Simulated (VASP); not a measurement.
# Cd (P6_3/mmc) in VASP: a series of runs

Runs on Cd. Level: PBE. Tasks: single point.

Everything below comes from runs of VASP 6.6.1. Logs are shortened: lines on timing, memory, paths and dates and some standing lists are left out, and cuts for length are marked.

**1. The cell of the first run**

It takes space group P6_3/mmc (No. 194, hexagonal). Conventional cell: a = 3.032 Å, b = 3.032 Å, c = 11.539 Å, α = 90.00°, β = 90.00°, γ = 120.00°. Within 4.0 Å of Cd (site symmetry -3m) lie 12 Cd at 3.03 to 3.37 Å. Within 4.0 Å of Cd (site symmetry -6m2) lie 12 Cd at 3.03 to 3.37 Å.

**2. Single point, PBE**

Contents of INCAR:

```
PREC = Accurate
ENCUT = 520
EDIFF = 1E-6
ISMEAR = 0
SIGMA = 0.1
LREAL = False
LASPH = True
NELM = 60
ALGO = Fast
ISIF = 2
LWAVE = False
LCHARG = False
GGA = PE
NBANDS = 32
```

Contents of KPOINTS:

```
Automatic mesh
0
Gamma
  18 18 4
```

Contents of POSCAR:

```
Cd
1.0
    3.0320204905      0.0000000000      0.0000000000
   -1.5160102453      2.6258067696      0.0000000000
    0.0000000000      0.0000000000     11.5392999340
Cd
4
Direct
    0.0000000000      0.0000000000      0.0000000000
    0.3333333333      0.6666666667      0.2500000000
    0.0000000000      0.0000000000      0.5000000000
    0.6666666667      0.3333333333      0.7500000000
```

Potentials or basis: VASP PAW PBE potentials, release 64 (Cd).

On the command line:

```sh
> cat potpaw_PBE.64/Cd/POTCAR > POTCAR
> mpirun -np 1 vasp_std > vasp.out
```

OUTCAR:

```text
PREC = Accurate
   ENCUT = 520
   EDIFF = 1E-6
   ISMEAR = 0
   LREAL = False
   LASPH = True
   NELM = 60
   ISIF = 2
   GGA = PE

 ion  position               nearest neighbor table
   1  0.000  0.000  0.000-   2 3.37   4 3.37   4 3.37   2 3.37   4 3.37   2 3.37
   2  0.333  0.667  0.250-   1 3.37   3 3.37   1 3.37   3 3.37   1 3.37   3 3.37
   3  0.000  0.000  0.500-   2 3.37   4 3.37   4 3.37   2 3.37   4 3.37   2 3.37
   4  0.667  0.333  0.750-   1 3.37   3 3.37   1 3.37   3 3.37   1 3.37   3 3.37

  LATTYP: Found a hexagonal cell.
 ALAT       =     3.0320204905
 C/A-ratio  =     3.8058119891

  Lattice vectors:

 A1 = (   3.0320204905,   0.0000000000,   0.0000000000)
 A2 = (  -1.5160102453,   2.6258067696,   0.0000000000)
 A3 = (   0.0000000000,   0.0000000000,  11.5392999340)

Analysis of symmetry for initial positions (statically):
=====================================================================
 Subroutine PRICEL returns:
 Original cell was already a primitive cell.

 Routine SETGRP: Setting up the symmetry group for a
 hexagonal supercell.

 Subroutine GETGRP returns: Found 24 space group operations
 (whereof 12 operations were pure point group operations)
 out of a pool of 24 trial point group operations.

The static configuration has the point symmetry D_3d.
 The point group associated with its full space group is D_6h.

Analysis of symmetry for dynamics (positions and initial velocities):
=====================================================================
 Subroutine PRICEL returns:
 Original cell was already a primitive cell.

 Routine SETGRP: Setting up the symmetry group for a
 hexagonal supercell.

 Subroutine GETGRP returns: Found 24 space group operations
 (whereof 12 operations were pure point group operations)
 out of a pool of 24 trial point group operations.

The dynamic configuration has the point symmetry D_3d.
 The point group associated with its full space group is D_6h.

 Subroutine INISYM returns: Found 24 space group operations
 (whereof 12 operations are pure point group operations),
 and found     1 'primitive' translations

----------------------------------------------------------------------------------------

                                     Primitive cell

  volume of cell :      91.8701

  direct lattice vectors                    reciprocal lattice vectors
     3.032020490  0.000000000  0.000000000     0.329813075  0.190417667  0.000000000
    -1.516010245  2.625806770  0.000000000     0.000000000  0.380835335  0.000000000
     0.000000000  0.000000000 11.539299934     0.000000000  0.000000000  0.086660370

  length of vectors
     3.032020490  3.032020491 11.539299934     0.380835335  0.380835335  0.086660370

  position of ions in fractional coordinates (direct lattice)
     0.000000000  0.000000000  0.000000000
     0.333333333  0.666666667  0.250000000
     0.000000000  0.000000000  0.500000000
     0.666666667  0.333333333  0.750000000

  ion indices of the primitive-cell ions
   primitive index   ion index
                 1           1
                 2           2
                 3           3
                 4           4

----------------------------------------------------------------------------------------

 KPOINTS: Automatic mesh

Automatic generation of k-mesh.
 Grid dimensions read from file:
 generate k-points for:   18   18    4

 Generating k-lattice:

  Cartesian coordinates                     Fractional coordinates (reciprocal lattice)
     0.018322949  0.010578759  0.000000000     0.055555556  0.000000000  0.000000000
     0.000000000  0.021157519  0.000000000     0.000000000  0.055555556  0.000000000
     0.000000000  0.000000000  0.021665092     0.000000000  0.000000000  0.250000000

  Length of vectors
     0.021157519  0.021157519  0.021665092

  Shift w.r.t. Gamma in fractional coordinates (k-lattice)
     0.000000000  0.000000000  0.000000000

 Subroutine IBZKPT returns following result:
 ===========================================

 Found    111 irreducible k-points:

 Following reciprocal coordinates:
            Coordinates               Weight
  0.000000  0.000000  0.000000      1.000000
  0.055556  0.000000  0.000000      6.000000
  0.111111  0.000000  0.000000      6.000000
  0.166667  0.000000  0.000000      6.000000
  0.222222  0.000000  0.000000      6.000000
  0.277778  0.000000  0.000000      6.000000
[... 16 lines left out ...]
  0.333333  0.111111  0.000000     12.000000
  0.388889  0.111111  0.000000     12.000000
 [... further k-points ...]
   k-points           NKPTS =    111   k-points in BZ     NKDIM =    111   number of bands    NBANDS=     32
   number of dos      NEDOS =    301   number of ions     NIONS =      4
   total plane-waves  NPLWV =  51840
   dimension x,y,z NGX =    24 NGY =   24 NGZ =   90
   dimension x,y,z NGXF=    48 NGYF=   48 NGZF=  180
   ions per type =               4
   NGX,Y,Z   is equivalent  to a cutoff of  13.16, 13.16, 12.97 a.u.
   NGXF,Y,Z  is equivalent  to a cutoff of  26.32, 26.32, 25.93 a.u.
 SYSTEM =  unknown system
   PREC   = accura    normal or accurate (medium, high low for compatibility)
   ISTART =      0    job   : 0-new  1-cont  2-samecut
   ICHARG =      2    charge: 1-file 2-atom 10-const
   ISPIN  =      1    spin polarized calculation?
   LNONCOLLINEAR =      F non collinear calculations
   LSORBIT =      F    spin-orbit coupling
   LASPH  =      T    aspherical Exc in radial PAW
   ENCUT  =  520.0 eV  38.22 Ry    6.18 a.u.   5.64  5.64 21.46*2*pi/ulx,y,z
   NELM   =     60;   NELMIN=  2; NELMDL= -5     # of ELM steps
   EDIFF  = 0.1E-05   stopping-criterion for ELM
   LREAL  =      F    real-space projection
   EDIFFG = 0.1E-04   stopping-criterion for IOM
   NSW    =      0    number of steps for IOM
   IBRION =     -1    ionic relax: 0-MD 1-quasi-New 2-CG
   NFREE  =      0    steps in history (QN), initial steepest desc. (CG)
   ISIF   =      2    stress and relaxation
   ISYM   =      2    0-nonsym 1-usesym 2-fastsym
   POTIM  = 0.5000    time-step for ionic-motion
   TEBEG  =    0.0;   TEEND  =   0.0 temperature during run
   PSTRESS=    0.0 pullay stress
   NELECT =      48.0000    total number of electrons
   NUPDOWN=      -1.0000    fix difference up-down
   EMIN   =  10.00;   EMAX   =-10.00  energy-range for DOS
   EFERMI =   0.00;   METHOD = LEGACY
   ISMEAR =     0;   SIGMA  =   0.10  broadening in eV -4-tet -1-fermi 0-gaus
   EFERMI_NEDOS =   21; number of points for ismear=-14 and -15
   IALGO  =     68    algorithm
   IMIX   =      4    mixing-type and parameters
     AMIX     =   0.40;   BMIX     =  1.00
     AMIX_MAG =   1.60;   BMIX_MAG =  1.00
  volume/ion in A,a.u.               =      22.97       154.99
  Fermi-wavevector in a.u.,A,eV,Ry     =   1.318552  2.491701 23.654793  1.738578
  Thomas-Fermi vector in A             =   2.448513
   LORBIT       =      0    0 simple, 1 ext, 2 COOP (PROOUT), +10 PAW based schemes
   GGA     = PE    functional components
   LHFCALC =     F    Hartree Fock is set to
   AEXX    =    0.0000 exact exchange contribution
   IVDW    =     0    specifies the selected vdW correction
   LEPSILON=     F    determine dielectric tensor
   LRPA    =     F    only Hartree local field effects (RPA)
 non-spin polarized calculation
 RMM-DIIS sequential band-by-band and
 Gauss-broadening in eV      SIGMA  =   0.10
  energy-cutoff  :      520.00
  volume of cell :       91.87
 maximum number of plane-waves:      2515
 NGX is ok and might be reduce to    24
   NGX = 11   NGY = 11   NGZ = 43

 number of electron      47.9999969 magnetization

 Free energy of the ion-electron system (eV)
  ---------------------------------------------------
  ext. energy  EPLUGINS =         0.00000000
  ---------------------------------------------------
  free energy    TOTEN  =        -2.97546376 eV

  energy without entropy =       -2.96907704  energy(sigma->0) =       -2.97227040

 E-fermi :   2.5995     XC(G=0): -10.7044

 val. band max:        2.5973278892   @ k =   0.0556   0.0000   0.5000
 cond. band min:       2.6400847430   @ k =   0.3333   0.2778   0.0000
 fundamental gap:      0.0427568539
 Fermi energy:         2.5995090502

 k-point     1 :       0.0000    0.0000    0.0000
  band No.  band energies     occupation
      1      -7.1062      2.00000
      2      -6.9994      2.00000
      3      -6.9955      2.00000
      4      -6.8903      2.00000
      5      -6.5748      2.00000
      6      -6.5748      2.00000
[... 24 lines left out ...]
     31      16.9195      0.00000
     32      16.9514      0.00000

 k-point     2 :       0.0556    0.0000    0.0000
  band No.  band energies     occupation
      1      -7.0768      2.00000
      2      -6.9709      2.00000
      3      -6.9679      2.00000
      4      -6.8648      2.00000
      5      -6.5861      2.00000
      6      -6.5744      2.00000
[... 24 lines left out ...]
     31      16.4255      0.00000
     32      16.4881      0.00000

 k-point     3 :       0.1111    0.0000    0.0000
  band No.  band energies     occupation
      1      -7.0021      2.00000
      2      -6.9020      2.00000
      3      -6.9011      2.00000
      4      -6.8052      2.00000
      5      -6.6115      2.00000
      6      -6.6001      2.00000
[... 24 lines left out ...]
     31      14.5643      0.00000
     32      15.1789      0.00000

 k-point     4 :       0.1667    0.0000    0.0000
  band No.  band energies     occupation
      1      -6.9416      2.00000
      2      -6.8515      2.00000
      3      -6.8489      2.00000
      4      -6.7492      2.00000
      5      -6.6451      2.00000
      6      -6.6112      2.00000
[... 24 lines left out ...]
     31      13.3311      0.00000
     32      14.1344      0.00000

 k-point     5 :       0.2222    0.0000    0.0000
  band No.  band energies     occupation
      1      -6.9674      2.00000
      2      -6.8756      2.00000
      3      -6.8737      2.00000
      4      -6.7778      2.00000
      5      -6.6405      2.00000
      6      -6.6212      2.00000
[... 584 lines left out ...]
     31      10.0247      0.00000
     32      11.2513      0.00000

 k-point    22 :       0.2778    0.1111    0.0000
  band No.  band energies     occupation
      1      -7.0122      2.00000
      2      -6.9201      2.00000
      3      -6.9191      2.00000
      4      -6.8597      2.00000
      5      -6.8008      2.00000
      6      -6.7077      2.00000
[... 24 lines left out ...]
     31       9.4011      0.00000
     32      10.0873      0.00000

 k-point    23 :       0.3333    0.1111    0.0000
  band No.  band energies     occupation
      1      -7.0785      2.00000
      2      -6.9837      2.00000
      3      -6.9782      2.00000
      4      -6.9282      2.00000
      5      -6.8815      2.00000
      6      -6.7642      2.00000
[... 24 lines left out ...]
     31       9.0893      0.00000
     32       9.4940      0.00000

 k-point    24 :       0.3889    0.1111    0.0000
  band No.  band energies     occupation
      1      -7.1219      2.00000
      2      -7.0265      2.00000
      3      -7.0167      2.00000
      4      -6.9739      2.00000
      5      -6.9332      2.00000
      6      -6.8015      2.00000
[... 24 lines left out ...]
     31       8.7843      0.00000
     32       9.8470      0.00000

 [... further k-points ...]
[... 5 lines left out ...]
  --------------------------------------------------------------------------------------
  -------------------------------------------------------------------------------------
  Total        0.1992106      0.1992106      0.1038115     -0.0000000      0.0000000      0.0000000
  in kB        3.4741509      3.4741509      1.8104306     -0.0000000      0.0000000      0.0000000
  external PRESSURE =       2.9195775 kB  Pullay stress =       0.0000000 kB

 VOLUME and BASIS-vectors are now :
 -----------------------------------------------------------------------------
  energy-cutoff  :      520.00
  volume of cell :       91.87
      direct lattice vectors                 reciprocal lattice vectors
     3.032020490  0.000000000  0.000000000     0.329813075  0.190417667  0.000000000
    -1.516010245  2.625806770  0.000000000     0.000000000  0.380835335  0.000000000
     0.000000000  0.000000000 11.539299934     0.000000000  0.000000000  0.086660370

 POSITION                                       TOTAL-FORCE (eV/Angst)
 -----------------------------------------------------------------------------------
      0.00000      0.00000      0.00000         0.000000      0.000000      0.000000
     -0.00000      1.75054      2.88482        -0.000000      0.000000      0.000000
      0.00000      0.00000      5.76965         0.000000      0.000000      0.000000
      1.51601      0.87527      8.65447         0.000000     -0.000000     -0.000000
 -----------------------------------------------------------------------------------
    total drift:                               -0.000000      0.000000     -0.000000

  FREE ENERGIE OF THE ION-ELECTRON SYSTEM (eV)
  ---------------------------------------------------
  free  energy   TOTEN  =        -2.9754637612 eV

  energy  without entropy=       -2.9690770425  energy(sigma->0) =       -2.97227040
```

It took 5.9 min on 1 thread of Intel Xeon 8259CL, shared host; peak memory 0.38 GiB.

Results:

```yaml
Free_energy: -2.9755 eV
Pressure: 0.3 GPa
Band_gap_on_the_k_mesh: zero (bands 24 and 25 overlap by 4.37 eV)
```

**3. Single point, PBE**

INCAR is that of step 2.

KPOINTS is that of step 2.

Contents of POSCAR:

```
Cd
1.0
    3.0320205245      0.0000000000      0.0000000000
   -1.5160102622      2.6258067990      0.0000000000
    0.0000000000      0.0000000000     11.5392996468
Cd
4
Direct
    0.0000000000      0.0000000000      0.0000000000
    0.3333333333      0.6666666667      0.2500000000
    0.0000000000      0.0000000000      0.5000000000
    0.6666666667      0.3333333333      0.7500000000
```

Potentials or basis: VASP PAW PBE potentials, release 64 (Cd).

On the command line:

```sh
> cat potpaw_PBE.64/Cd/POTCAR > POTCAR
> mpirun -np 1 vasp_std > vasp.out
```

Run time: 5.8 min. Hardware: 1 thread of Intel Xeon 8259CL, shared host; peak memory 0.38 GiB.

The run converged. Its results:

| Property | Result |
| --- | --- |
| Free energy | -2.9755 eV |
| Pressure | 0.3 GPa |
| Band gap on the k mesh | zero (bands 24 and 25 overlap by 4.37 eV) |

Stress tensor (GPa, compression positive):
```
0.35 0.00 0.00
0.00 0.35 0.00
0.00 0.00 0.18
```

Levels at points of the mesh, in eV from the Fermi level:
```
           k point  band 20  band 21  band 22  band 23  band 24  band 25  band 26  band 27  band 28  band 29
(0.00, 0.00, 0.00)    -8.48    -8.48    -7.11    -7.11    -3.21    -2.84     3.36     3.36     9.91    14.01
(0.50, 0.00, 0.00)    -8.22    -2.15    -1.96    -1.38    -1.29    -0.19    -0.19     2.02     2.54     3.35
(0.00, 0.00, 0.50)    -8.51    -8.15    -8.15    -5.39    -5.39    -0.08    -0.08     7.14     7.14    14.28
(0.50, 0.00, 0.50)    -8.22    -1.97    -1.97    -1.59    -1.59     0.44     0.44     1.27     1.27     5.08
```
